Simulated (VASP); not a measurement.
# Li3H2 (R-3m) in VASP: notebook

Li3H2 is run at these levels: PBE; tasks: single point.

Everything below comes from runs of VASP 6.6.1. Logs are shortened: lines on timing, memory, paths and dates and some standing lists are left out, and cuts for length are marked.

## Step 1: The cell of the first run

It takes space group R-3m (No. 166, trigonal). The conventional cell has a = 2.905 Å, b = 2.905 Å, c = 20.196 Å, α = 90.00°, β = 90.00°, γ = 120.00°. Li (site symmetry -3m) has 6 H at 2.15 Å and 12 Li at 2.90 to 3.01 Å within 3.1 Å. Within 2.7 Å of Li (site symmetry 3m) lie 3 H at 2.04 Å and 3 Li at 2.41 Å. Within 2.7 Å of H (site symmetry 3m) lie 6 Li at 2.04 to 2.15 Å.

## Step 2: Single point, PBE

Contents of INCAR:

```
  PREC = Accurate
  ENCUT = 520
  EDIFF = 1E-7
  ISMEAR = 0
  SIGMA = 0.1
  LREAL = False
  LASPH = True
  NELM = 60
  ALGO = Normal
  ISIF = 2
  LWAVE = False
  LCHARG = False
  GGA = PE
  NBANDS = 14
```

Contents of KPOINTS:

```
Automatic mesh
0
Gamma
  6 6 6
```

Contents of POSCAR:

```
Li3H2
1.0
    1.4522592927      0.8384622936      6.7319584885
   -1.4522592927      0.8384622936      6.7319584885
    0.0000000000     -1.6769245871      6.7319584885
Li H
3 2
Direct
    0.0000000000      0.0000000000      0.0000000000
    0.2095000000      0.2095000000      0.2095000000
    0.7905000000      0.7905000000      0.7905000000
    0.4000000000      0.4000000000      0.4000000000
    0.6000000000      0.6000000000      0.6000000000
```

Potentials or basis: VASP PAW PBE potentials, release 64 (Li_sv, H).

Started as:

```sh
cat potpaw_PBE.64/Li_sv/POTCAR potpaw_PBE.64/H/POTCAR > POTCAR
mpirun -np 1 vasp_std > vasp.out
```

OUTCAR:

```text
PREC = Accurate
   ENCUT = 520
   EDIFF = 1E-7
   ISMEAR = 0
   LREAL = False
   LASPH = True
   NELM = 60
   ISIF = 2
   GGA = PE

 ion  position               nearest neighbor table
   1  0.000  0.000  0.000-
   2  0.209  0.209  0.209-   3 2.41   3 2.41   3 2.41
   3  0.791  0.791  0.791-   2 2.41   2 2.41   2 2.41
   4  0.400  0.400  0.400-
   5  0.600  0.600  0.600-

  LATTYP: Found a trigonal (rhomboedric) cell.
 ALAT       =     6.9376754869
 COS(alpha) =     0.9123624232

  Lattice vectors:

 A1 = (   1.4522592927,   0.8384622936,   6.7319584885)
 A2 = (  -1.4522592927,   0.8384622936,   6.7319584885)
 A3 = (   0.0000000000,  -1.6769245871,   6.7319584885)

Analysis of symmetry for initial positions (statically):
=====================================================================
 Subroutine PRICEL returns:
 Original cell was already a primitive cell.

 Routine SETGRP: Setting up the symmetry group for a
 trigonal (rhombohedral) supercell.

 Subroutine GETGRP returns: Found 12 space group operations
 (whereof 12 operations were pure point group operations)
 out of a pool of 12 trial point group operations.

The static configuration has the point symmetry D_3d.

Analysis of symmetry for dynamics (positions and initial velocities):
=====================================================================
 Subroutine PRICEL returns:
 Original cell was already a primitive cell.

 Routine SETGRP: Setting up the symmetry group for a
 trigonal (rhombohedral) supercell.

 Subroutine GETGRP returns: Found 12 space group operations
 (whereof 12 operations were pure point group operations)
 out of a pool of 12 trial point group operations.

The dynamic configuration has the point symmetry D_3d.

 Subroutine INISYM returns: Found 12 space group operations
 (whereof 12 operations are pure point group operations),
 and found     1 'primitive' translations

----------------------------------------------------------------------------------------

                                     Primitive cell

  volume of cell :      49.1836

  direct lattice vectors                    reciprocal lattice vectors
     1.452259293  0.838462294  6.731958489     0.344291135  0.198776579  0.049515061
    -1.452259293  0.838462294  6.731958489    -0.344291135  0.198776579  0.049515061
     0.000000000 -1.676924587  6.731958489     0.000000000 -0.397553159  0.049515061
[... 103 lines left out ...]
   EMIN   =  10.00;   EMAX   =-10.00  energy-range for DOS
   EFERMI =   0.00;   METHOD = LEGACY
   ISMEAR =     0;   SIGMA  =   0.10  broadening in eV -4-tet -1-fermi 0-gaus
   EFERMI_NEDOS =   21; number of points for ismear=-14 and -15
   IALGO  =     38    algorithm
   IMIX   =      4    mixing-type and parameters
     AMIX     =   0.40;   BMIX     =  1.00
     AMIX_MAG =   1.60;   BMIX_MAG =  1.00
  volume/ion in A,a.u.               =       9.84        66.38
  Fermi-wavevector in a.u.,A,eV,Ry     =   0.993724  1.877865 13.435570  0.987487
  Thomas-Fermi vector in A             =   2.125625
   LORBIT       =      0    0 simple, 1 ext, 2 COOP (PROOUT), +10 PAW based schemes
   GGA     = PE    functional components
   LHFCALC =     F    Hartree Fock is set to
   AEXX    =    0.0000 exact exchange contribution
   IVDW    =     0    specifies the selected vdW correction
   LEPSILON=     F    determine dielectric tensor
   LRPA    =     F    only Hartree local field effects (RPA)
 non-spin polarized calculation
 Gauss-broadening in eV      SIGMA  =   0.10
  energy-cutoff  :      520.00
  volume of cell :       49.18
 maximum number of plane-waves:      1376
 NGX is ok and might be reduce to    54
   NGX = 25   NGY = 25   NGZ = 25

 number of electron      11.0000007 magnetization

 Free energy of the ion-electron system (eV)
  ---------------------------------------------------
  ext. energy  EPLUGINS =         0.00000000
  ---------------------------------------------------
  free energy    TOTEN  =       -13.22495831 eV

  energy without entropy =      -13.22177542  energy(sigma->0) =      -13.22336686

 E-fermi :   2.2249     XC(G=0):  -8.1914

 val. band max:        2.1326627777   @ k =   0.5000   0.0000   0.0000
 cond. band min:       2.2679559557   @ k =  -0.3333   0.1667   0.1667
 fundamental gap:      0.1352931780
 Fermi energy:         2.2248909980

 k-point     1 :       0.0000    0.0000    0.0000
  band No.  band energies     occupation
      1     -44.7264      2.00000
      2     -44.4716      2.00000
      3     -44.3637      2.00000
      4      -4.9071      2.00000
      5      -3.7387      2.00000
      6      -0.1271      2.00000
      7       7.0568      0.00000
      8       8.6572      0.00000
      9      13.2756      0.00000
     10      14.5394      0.00000
     11      15.1383      0.00000
     12      15.1383      0.00000
     13      16.0947      0.00000
     14      16.0947      0.00000
[... 377 lines left out ...]
      1     -44.7040      2.00000
      2     -44.4122      2.00000
      3     -44.3766      2.00000
      4      -1.9959      2.00000
      5      -1.5944      2.00000
      6       3.1143      0.00000
      7       4.0939      0.00000
      8       5.3919      0.00000
      9       6.2840      0.00000
     10       6.6874      0.00000
     11       9.4914      0.00000
     12      10.5986      0.00000
     13      11.3212      0.00000
     14      14.1066      0.00000

 [... further k-points ...]

------------------------ aborting loop because EDIFF is reached ----------------------------------------

  FORCE on cell =-STRESS in cart. coord.  units (eV):
  Direction    XX          YY          ZZ          XY          YZ          ZX
  --------------------------------------------------------------------------------------
  -------------------------------------------------------------------------------------
  Total       -0.5268719     -0.5268719      2.1921616      0.0000000      0.0000000      0.0000000
  in kB      -17.1630798    -17.1630798     71.4106137      0.0000000      0.0000000      0.0000000
  external PRESSURE =      12.3614847 kB  Pullay stress =       0.0000000 kB

 VOLUME and BASIS-vectors are now :
 -----------------------------------------------------------------------------
  energy-cutoff  :      520.00
  volume of cell :       49.18
      direct lattice vectors                 reciprocal lattice vectors
     1.452259293  0.838462294  6.731958489     0.344291135  0.198776579  0.049515061
    -1.452259293  0.838462294  6.731958489    -0.344291135  0.198776579  0.049515061
     0.000000000 -1.676924587  6.731958489     0.000000000 -0.397553159  0.049515061

 POSITION                                       TOTAL-FORCE (eV/Angst)
 -----------------------------------------------------------------------------------
      0.00000      0.00000      0.00000        -0.000000      0.000000      0.000000
      0.00000      0.00000      4.23104         0.000000      0.000000      1.878117
      0.00000      0.00000     15.96484         0.000000     -0.000000     -1.878117
      0.00000      0.00000      8.07835         0.000000     -0.000000     -0.212507
      0.00000      0.00000     12.11753         0.000000      0.000000      0.212507
 -----------------------------------------------------------------------------------
    total drift:                               -0.000000      0.000000     -0.000000

  FREE ENERGIE OF THE ION-ELECTRON SYSTEM (eV)
  ---------------------------------------------------
  free  energy   TOTEN  =       -13.2249583069 eV

  energy  without entropy=      -13.2217754209  energy(sigma->0) =      -13.22336686
```

OSZICAR:

```text
N       E                     dE             d eps       ncg     rms          rms(c)
DAV:   1     0.326519504687E+02    0.32652E+02   -0.40678E+03   896   0.729E+02
DAV:   2    -0.673841378593E+01   -0.39390E+02   -0.37617E+02  1110   0.173E+02
DAV:   3    -0.135745220251E+02   -0.68361E+01   -0.67581E+01  1712   0.419E+01
DAV:   4    -0.136570972626E+02   -0.82575E-01   -0.82544E-01  1096   0.730E+00
DAV:   5    -0.136581423334E+02   -0.10451E-02   -0.10450E-02  1436   0.674E-01    0.364E+00
DAV:   6    -0.133173020467E+02    0.34084E+00   -0.23313E-01  1156   0.167E+00    0.176E+00
DAV:   7    -0.132205987375E+02    0.96703E-01   -0.27489E-01  1280   0.207E+00    0.317E-01
DAV:   8    -0.132250507653E+02   -0.44520E-02   -0.28728E-02  1212   0.912E-01    0.108E-01
DAV:   9    -0.132249551883E+02    0.95577E-04   -0.19256E-03  1340   0.182E-01    0.664E-02
DAV:  10    -0.132249593873E+02   -0.41990E-05   -0.19123E-04  1136   0.656E-02    0.922E-03
DAV:  11    -0.132249589524E+02    0.43492E-06   -0.73686E-06  1312   0.189E-02    0.347E-03
DAV:  12    -0.132249583500E+02    0.60234E-06   -0.60156E-07  1400   0.510E-03    0.135E-03
DAV:  13    -0.132249582137E+02    0.13628E-06   -0.12949E-07   916   0.168E-03    0.476E-04
DAV:  14    -0.132249583069E+02   -0.93207E-07   -0.11885E-08   688   0.711E-04
   1 F= -.13224958E+02 E0= -.13223367E+02  d E =-.318289E-02
```

Wall time 2.6 min (1 thread of Oxide Virtual Turin-like, shared host); peak memory 0.3 GiB.

What came out:

| Item | Value |
| --- | --- |
| Free energy | -13.2250 eV |
| Largest force | 1.878 eV/Å |
| Band gap on the k mesh | zero (an odd number of electrons rules out a gap without spin polarisation) |

Forces on the atoms (eV/Å):
```
Li   0.000  0.000  0.000
Li   0.000  0.000  1.878
Li   0.000  0.000 -1.878
H    0.000  0.000 -0.213
H    0.000  0.000  0.213
```

Caveat: the k points lie up to 0.42 Å⁻¹ apart, too coarse for converged energies and pressures of a metal; the cutoff is under 1.25 times the usual one of these potentials, so pressure, stress and relaxed cells hold a basis-set (Pulay) error; forces of over 1 eV/Å act on the atoms, so gaps and moduli don't describe the material at rest.

## Step 3: Single point, PBE

This run uses another cell than the first one, of 10.14 Å³/atom.

Contents of INCAR:

```
PREC = Accurate
ENCUT = 520
EDIFF = 1E-7
ISMEAR = 0
SIGMA = 0.1
LREAL = F
LASPH = T
NELM = 60
ALGO = Normal
ISIF = 2
LWAVE = F
LCHARG = T
GGA = PE
LELF = T
LVHAR = T
NBANDS = 14
```

Contents of KPOINTS:

```
regular mesh
0
Gamma
  6 6 6
```

Contents of POSCAR:

```
Li3H2
1.0
    1.4117669868      0.8150840499      7.3438113148
   -1.4117669868      0.8150840499      7.3438113148
    0.0000000000     -1.6301680997      7.3438113148
Li H
3 2
Direct
    0.0000000000      0.0000000000      0.0000000000
    0.2264222426      0.2264222426      0.2264222426
    0.7735777574      0.7735777574      0.7735777574
    0.3874243007      0.3874243007      0.3874243007
    0.6125756993      0.6125756993      0.6125756993
```

Potentials or basis: VASP PAW PBE potentials, release 64 (Li_sv, H).

Started as:

```sh
cat potpaw_PBE.64/Li_sv/POTCAR potpaw_PBE.64/H/POTCAR > POTCAR
mpirun -np 1 vasp_std > vasp.out
```

OUTCAR:

```text
PREC = Accurate
   ENCUT = 520
   EDIFF = 1E-7
   ISMEAR = 0
   LREAL = F
   LASPH = T
   NELM = 60
   ISIF = 2
   GGA = PE

 ion  position               nearest neighbor table
   1  0.000  0.000  0.000-
   2  0.226  0.226  0.226-
   3  0.774  0.774  0.774-
   4  0.387  0.387  0.387-
   5  0.613  0.613  0.613-

  LATTYP: Found a trigonal (rhomboedric) cell.
 ALAT       =     7.5225668931
 COS(alpha) =     0.9295592578

  Lattice vectors:

 A1 = (   1.4117669868,   0.8150840499,   7.3438113148)
 A2 = (  -1.4117669868,   0.8150840499,   7.3438113148)
 A3 = (   0.0000000000,  -1.6301680997,   7.3438113148)

Analysis of symmetry for initial positions (statically):
=====================================================================
 Subroutine PRICEL returns:
 Original cell was already a primitive cell.

 Routine SETGRP: Setting up the symmetry group for a
[... 188 lines left out ...]
      6      -0.4540      2.00000
      7       6.3639      0.00000
      8       6.6717      0.00000
      9      13.8210      0.00000
     10      14.7770      0.00000
     11      16.1857      0.00000
     12      16.3969      0.00000
     13      16.3969      0.00000
     14      16.7061      0.00000
[... 377 lines left out ...]
      1     -44.8053      2.00000
      2     -44.5781      2.00000
      3     -44.5755      2.00000
      4      -2.7049      2.00000
      5      -1.6967      2.00000
      6       3.2180      0.00000
      7       4.1450      0.00000
      8       5.4070      0.00000
      9       6.1253      0.00000
     10       7.1029      0.00000
     11       9.4425      0.00000
     12      10.5438      0.00000
     13      11.3670      0.00000
     14      12.9656      0.00000

 [... further k-points ...]

------------------------ aborting loop because EDIFF is reached ----------------------------------------

  FORCE on cell =-STRESS in cart. coord.  units (eV):
  Direction    XX          YY          ZZ          XY          YZ          ZX
  --------------------------------------------------------------------------------------
  -------------------------------------------------------------------------------------
  Total       -0.0377284     -0.0377284     -0.0446312      0.0000000     -0.0000000      0.0000000
  in kB       -1.1921775     -1.1921775     -1.4102981      0.0000000     -0.0000000      0.0000000
  external PRESSURE =      -1.2648844 kB  Pullay stress =       0.0000000 kB

 VOLUME and BASIS-vectors are now :
 -----------------------------------------------------------------------------
  energy-cutoff  :      520.00
  volume of cell :       50.70
      direct lattice vectors                 reciprocal lattice vectors
     1.411766987  0.815084050  7.343811315     0.354166094  0.204477890  0.045389692
    -1.411766987  0.815084050  7.343811315    -0.354166094  0.204477890  0.045389692
     0.000000000 -1.630168100  7.343811315     0.000000000 -0.408955780  0.045389692

 POSITION                                       TOTAL-FORCE (eV/Angst)
 -----------------------------------------------------------------------------------
      0.00000      0.00000      0.00000         0.000000      0.000000     -0.000000
      0.00000      0.00000      4.98841        -0.000000      0.000000      0.019923
      0.00000      0.00000     17.04303        -0.000000     -0.000000     -0.019923
      0.00000      0.00000      8.53551        -0.000000      0.000000      0.005427
      0.00000      0.00000     13.49592        -0.000000     -0.000000     -0.005427
 -----------------------------------------------------------------------------------
    total drift:                                0.000000     -0.000000      0.000000

  FREE ENERGIE OF THE ION-ELECTRON SYSTEM (eV)
  ---------------------------------------------------
  free  energy   TOTEN  =       -14.0185871380 eV

  energy  without entropy=      -14.0159057880  energy(sigma->0) =      -14.01724646
```

OSZICAR:

```text
N       E                     dE             d eps       ncg     rms          rms(c)
DAV:   1     0.317263357193E+02    0.31726E+02   -0.42674E+03   896   0.730E+02
DAV:   2    -0.786649281420E+01   -0.39593E+02   -0.38237E+02  1158   0.174E+02
DAV:   3    -0.145174520811E+02   -0.66510E+01   -0.66003E+01  1720   0.408E+01
DAV:   4    -0.145891429132E+02   -0.71691E-01   -0.71677E-01  1086   0.678E+00
DAV:   5    -0.145900731250E+02   -0.93021E-03   -0.93019E-03  1434   0.665E-01    0.406E+00
DAV:   6    -0.141406919085E+02    0.44938E+00   -0.33122E-01  1112   0.198E+00    0.201E+00
DAV:   7    -0.140127731210E+02    0.12792E+00   -0.36840E-01  1230   0.232E+00    0.326E-01
DAV:   8    -0.140174952324E+02   -0.47221E-02   -0.25027E-02  1126   0.875E-01    0.170E-01
DAV:   9    -0.140185757939E+02   -0.10806E-02   -0.17742E-03  1430   0.214E-01    0.331E-02
DAV:  10    -0.140185884607E+02   -0.12667E-04   -0.79408E-05  1180   0.417E-02    0.153E-02
DAV:  11    -0.140185874166E+02    0.10441E-05   -0.69493E-06  1248   0.147E-02    0.203E-03
DAV:  12    -0.140185872155E+02    0.20117E-06   -0.72179E-07  1164   0.521E-03    0.111E-03
DAV:  13    -0.140185871380E+02    0.77459E-07   -0.54239E-08   878   0.164E-03
   1 F= -.14018587E+02 E0= -.14017246E+02  d E =-.268135E-02
```

stdout:

```text
POSCAR found type information on POSCAR LiH
 POSCAR found :  2 types and       5 ions
 scaLAPACK will be used
 LDA part: xc-table for (Slater+PW92), standard interpolation
 POSCAR, INCAR and KPOINTS ok, starting setup
 FFT: planning ... GRIDC
 FFT: planning ... GRID_SOFT
 FFT: planning ... GRID
 WAVECAR not read
 entering main loop
```

Wall time 2.9 min (1 thread of Oxide Virtual Turin-like, shared host); peak memory 0.35 GiB.

Results:

* Free energy: -14.0186 eV
* Largest force: 0.020 eV/Å
* Band gap on the k mesh: zero (an odd number of electrons rules out a gap without spin polarisation)

Forces in eV/Å, atoms in the order of the input:
```
Li   0.000  0.000  0.000
Li   0.000  0.000  0.020
Li   0.000  0.000 -0.020
H    0.000  0.000  0.005
H    0.000  0.000 -0.005
```

Caveat: the k points lie up to 0.43 Å⁻¹ apart, too coarse for converged energies and pressures of a metal; the cutoff is under 1.25 times the usual one of these potentials, so pressure, stress and relaxed cells hold a basis-set (Pulay) error.

The gap in the log of VASP goes by the Fermi energy; the results here count the filled bands.